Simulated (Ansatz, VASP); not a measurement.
**One calculation of In3Se, two programs**

```
CELL_PARAMETERS angstrom
4.80376 0.00000 0.00000
0.00000 4.80376 0.00000
0.00000 0.00000 4.80376
ATOMIC_POSITIONS crystal
In 0.00000 0.50000 0.50000
In 0.50000 0.00000 0.50000
In 0.50000 0.50000 0.00000
Se 0.00000 0.00000 0.00000
```

Alike in both runs: task relaxation of cell and atoms; functional PBE; dispersion D3(BJ); k mesh 10 × 10 × 10; occupations gaussian, width 0.1 eV; no spin polarisation.

|  | VASP | Ansatz |
| --- | --- | --- |
| version | VASP 6.6.1 | Ansatz 0.2.0 |
| potentials or method | VASP PAW PBE potentials, release 64 (In_d, Se), cutoff 600 eV | scalar-relativistic, plane waves, PAW |
| valence electrons in the cell | 45 | 55 |

Ansatz gave:

- gap on the k mesh at the Fermi level, each at its own relaxed structure (eV): none
- relaxed volume (Å³/atom): 25.97
- relaxed length of the cell vector where the two differ most in proportion (Å): 4.701

**Question.** Estimate VASP's values.

**Answer.** gap on the k mesh at the Fermi level, each at its own relaxed structure (eV): none; relaxed volume (Å³/atom): 26.03; relaxed length of the cell vector where the two differ most in proportion (Å): 4.704.

A gap of «none» marks a metal or a gap that the smearing closes. VASP's potentials hold 45 valence electrons a cell and Ansatz's 55, so a difference there can come from the potentials and not from the codes.
